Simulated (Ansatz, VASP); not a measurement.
**Two plane-wave programs on Zn**

```xyz
1
Lattice="-0.4895 1.7526 1.7526 1.7526 -0.4895 1.7526 1.7526 1.7526 -0.4895" Properties=species:S:1:pos:R:3 pbc="T T T"
Zn    0.0000    0.0000    0.0000
```

Alike in both runs: task single point; functional PBE; k mesh 22 × 22 × 22; occupations gaussian, width 0.15 eV; no spin polarisation.

```csv
,VASP,Ansatz
version,VASP 6.6.1,Ansatz 0.2.0
potentials or method,"VASP PAW PBE potentials, release 64 (Zn), cutoff 520 eV","scalar-relativistic, plane waves, PAW"
valence electrons in the cell,12,12
```

```tsv
	VASP	Ansatz	Ansatz less VASP
gap on the k mesh at the Fermi level (eV)	none	none	-
pressure (GPa)	9.5	9.2	-0.34
traceless stress, the component that is largest in VASP (GPa)	4.06	4.02	-0.046
```

A gap of «none» marks a metal or a gap that the smearing closes.
